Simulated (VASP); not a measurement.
A run of VASP 6.6.1 is set up as follows.

The input INCAR:

```
PREC = Accurate
ENCUT = 520
EDIFF = 1E-6
ISMEAR = 0
SIGMA = 0.05
LREAL = False
LASPH = True
NELM = 80
ALGO = Normal
ISIF = 2
LWAVE = False
LCHARG = True
GGA = PE
LELF = True
LVHAR = True
NBANDS = 25
```

KPOINTS

```
Automatic mesh
0
Gamma
  6 6 8
```

POSCAR

```
SiO2
1.0
    4.5750058570      0.0000000000      0.0000000000
    0.0000000000      4.5750058570      0.0000000000
    0.0000000000      0.0000000000      2.6904781063
Si O
2 4
Direct
    0.5000000000      0.5000000000      0.5000000000
    0.0000000000      0.0000000000      0.0000000000
    0.6930152167      0.6930152167      0.0000000000
    0.1930152167      0.8069847833      0.5000000000
    0.3069847833      0.3069847833      0.0000000000
    0.8069847833      0.1930152167      0.5000000000
```

Potentials or basis: VASP PAW PBE potentials, release 64 (Si, O).

Launch:

```console
$ cat potpaw_PBE.64/Si/POTCAR potpaw_PBE.64/O/POTCAR > POTCAR
$ mpirun -np 1 vasp_std > vasp.out
```

(1) Estimate the pressure.

(2) Predict the largest force.

Results:

(1) -29.3 GPa.

(2) 1.756 eV/Å.

Caveat: the cell differs from its parent crystal (strain +0.080 along x and y, +0.000 along z); forces of over 1 eV/Å act on the atoms, so gaps and moduli don't describe the material at rest.
